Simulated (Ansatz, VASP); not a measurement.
**MnAs in VASP and in Ansatz**

```xyz
2
Lattice="0.0000 2.5830 2.5830 2.5830 0.0000 2.5830 2.5830 2.5830 0.0000" Properties=species:S:1:pos:R:3 pbc="T T T"
Mn    0.0000    0.0000    0.0000
As    2.5830    2.5830    2.5830
```

Alike in both runs: functional PBE; k mesh 12 × 12 × 12; occupations fermi-dirac, width 0.08 eV; collinear spin.

Ansatz relaxed the structure, and its values are those at the end. VASP's run is a single point on that final structure, the one shown.

|  | VASP | Ansatz |
| --- | --- | --- |
| version | VASP 6.6.1 | Ansatz 0.2.0 |
| potentials or method | VASP PAW PBE potentials, release 64 (Mn_pv, As) | PAW with Ansatz's default frozen-core files, scalar-relativistic |
| plane-wave cutoff (eV) | 520 | 420 |
| valence electrons in the cell | 18 | 30 |

VASP gave:

| Item | Value |
| --- | --- |
| pressure (GPa) | 0.2 |
| net moment per atom (μB) | 1.84 |
| size of the moment on the site where the two differ most (μB) | 3.63 |

Task: What did Ansatz give for the same quantities?

Result: Pressure (GPa): 0.0; net moment per atom (μB): 1.84; size of the moment on the site where the two differ most (μB): 3.58.

Site moments also hang on the region over which each program counts them. With one functional, cell and mesh, what is left measures potentials, basis and numerics. VASP's potentials hold 18 valence electrons a cell and Ansatz's 30, so a difference there can come from the potentials and not from the codes.
